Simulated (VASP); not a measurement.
Write the native input for VASP 6.6.1 that does the following.

```yaml
Task: single point
Functional: HSE06
Potentials_or_basis: VASP PAW PBE potentials, release 64 (Mg, O)
Cutoff: 520 eV
k_mesh: 6 × 6 × 6
Occupations: gaussian, width 0.01 eV
Spin: no spin polarisation
Dipole_correction: no
Grid_for_exact_exchange_PRECFOCK: Normal
Further_INCAR_settings: ALGO = Normal; EDIFF = 1e-06; NBANDS = 11
Share_of_exact_exchange: 0.25
Screening_parameter: 0.2079 1/Å
```

Crystal: MgO.

```
Mg O
1.0
     0.02723    2.30924    2.30924
     2.30924    0.02723    2.30924
     2.30924    2.30924    0.02723
Mg O
1 1
Direct
  0.00098 0.00098 0.00098
  0.24902 0.24902 0.24902
```

This cell differs from its parent crystal: strain along [111] +1.8%.

The input as run:

POSCAR

```
MgO
1.0
    0.0272319342      2.3092375966      2.3092375966
    2.3092375966      0.0272319342      2.3092375966
    2.3092375966      2.3092375966      0.0272319342
Mg O
1 1
Direct
    0.0009799497      0.0009799497      0.0009799497
    0.2490200503      0.2490200503      0.2490200503
```

INCAR.step1

```
  PREC = Accurate
  ENCUT = 520
  EDIFF = 1E-5
  ISMEAR = 0
  SIGMA = 0.01
  LREAL = F
  LASPH = T
  NELM = 80
  ALGO = Normal
  ISIF = 2
  LWAVE = T
  GGA = PE
  NBANDS = 11
```

INCAR.step2

```
  PREC = Accurate
  ENCUT = 520
  EDIFF = 1E-6
  ISMEAR = 0
  SIGMA = 0.01
  LREAL = F
  LASPH = T
  NELM = 80
  ALGO = Normal
  ISIF = 2
  LWAVE = F
  LCHARG = T
  GGA = PE
  LHFCALC = T
  HFSCREEN = 0.2079
  PRECFOCK = Normal
  LELF = T
  LVHAR = T
  ISTART = 1
  NBANDS = 11
```

KPOINTS

```
regular mesh
0
Gamma
  6 6 6
```

Potentials or basis: VASP PAW PBE potentials, release 64 (Mg, O).

The run is started by

```console
$ cat potpaw_PBE.64/Mg/POTCAR potpaw_PBE.64/O/POTCAR > POTCAR
$ cp INCAR.step1 INCAR
$ mpirun -np 1 vasp_std > vasp.out
$ cp INCAR.step2 INCAR
$ mpirun -np 1 vasp_std > vasp.out
```

It gave:

```
Pressure               : -2.3 GPa
Band gap on the k mesh : 5.09 eV
```

Caveat: the cell differs from its parent crystal (strain along [111] +1.8%); the PAW data sets were made with another functional, which shifts forces and pressure a little.

It took 27 min on 1 thread of Intel Xeon 8259CL, on a shared host, peak memory 0.26 GiB.
